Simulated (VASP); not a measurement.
**C: single point with PBE**

The system is C.

```
C
1.0
     0.00000    2.19081    3.34800
     1.26484    0.00000    3.34800
     1.26484    2.19081    0.00000
C
2
Direct
  0.16667 0.83333 0.16667
  0.83333 0.16667 0.83333
```

This cell differs from its parent crystal: equal xx and yy strain of +3 %.

```json
{
  "Program": "VASP 6.6.1",
  "Task": "single point",
  "Functional": "PBE",
  "Potentials or basis": "VASP PAW PBE potentials, release 64 (C)",
  "Cutoff": "520 eV",
  "k mesh": "18 × 18 × 18",
  "Occupations": "fermi-dirac, width 0.05 eV",
  "Spin": "no spin polarisation"
}
```

The pressure is -17.3 GPa. The largest force is 0.004 eV/Å and the band gap on the k mesh is 0.08 eV, indirect (least direct gap 0.16 eV).

Forces on the atoms (eV/Å):
```
C    0.000  0.004  0.000
C    0.000 -0.004  0.000
```

Stress tensor (GPa, compression positive):
```
-27.62   0.00   0.00
  0.00 -28.17   0.00
  0.00   0.00   3.88
```

Levels at points of the mesh, in eV from the valence-band top:
| k point | band 1 | band 2 | band 3 | band 4 | band 5 | band 6 | band 7 | band 8 |
| --- | --- | --- | --- | --- | --- | --- | --- | --- |
| (0.00, 0.00, 0.00) | -19.01 | -5.95 | -3.00 | -2.97 | 4.64 | 7.87 | 7.95 | 10.51 |
| (0.50, 0.00, 0.00) | -13.94 | -12.69 | -6.13 | -2.17 | 1.65 | 6.69 | 12.32 | 13.64 |
| (0.50, 0.50, 0.00) | -18.69 | -8.00 | -3.01 | -2.98 | 7.83 | 7.91 | 10.66 | 10.81 |
| (0.50, 0.00, 0.50) | -14.06 | -12.79 | -6.10 | -1.37 | 2.48 | 6.90 | 11.13 | 11.41 |
| (0.00, 0.50, 0.50) | -13.82 | -12.60 | -6.17 | -2.88 | 0.97 | 6.50 | 13.48 | 17.40 |

It took 2.5 min on 1 thread of Intel Xeon 6975P-C, with other jobs on the host, peak memory 0.25 GiB.

Caveat: the cell differs from its parent crystal (equal xx and yy strain of +3 %). A k mesh can miss the band edges.
